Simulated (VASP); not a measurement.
MgO:

```
Mg O
1.0
     0.00000    2.13515    2.13515
     2.13515    0.00000    2.13515
     2.13515    2.13515    0.00000
Mg O
1 1
Direct
  0.02927 0.97073 0.02927
  0.50000 0.50000 0.50000
```

This cell differs from its parent crystal: all Mg atoms moved +0.125 Å, as atom 1 along Cartesian [0 1 0].

Base run:

```yaml
Program: VASP 6.6.1
Functional: r2SCAN
Potentials_or_basis: VASP PAW PBE potentials, release 64 (Mg_sv, O)
Cutoff: 660 eV
k_mesh: 10 × 10 × 10
Occupations: gaussian, width 0.05 eV
Spin: no spin polarisation
```

Its results: band gap on the k mesh 5.25 eV, direct; pressure -6.1 GPa; largest force 0.639 eV/Å.

Problem. The run is repeated on the same cell with these changes: potentials or basis from VASP PAW PBE potentials, release 64 (Mg_sv, O) to VASP PAW PBE potentials, release 64 (Mg, O); cutoff from 660 eV to 520 eV; further incar settings from ALGO = Normal; EDIFF = 1e-06; NBANDS = 15 to ALGO = Normal; EDIFF = 1e-06; NBANDS = 11; valence electrons from 16 to 8. What comes out?

Solution. Band gap on the k mesh 5.19 eV, direct; pressure -6.8 GPa; largest force 0.630 eV/Å.

Caveats: the PAW data sets were made with another functional, which shifts forces and pressure a little.

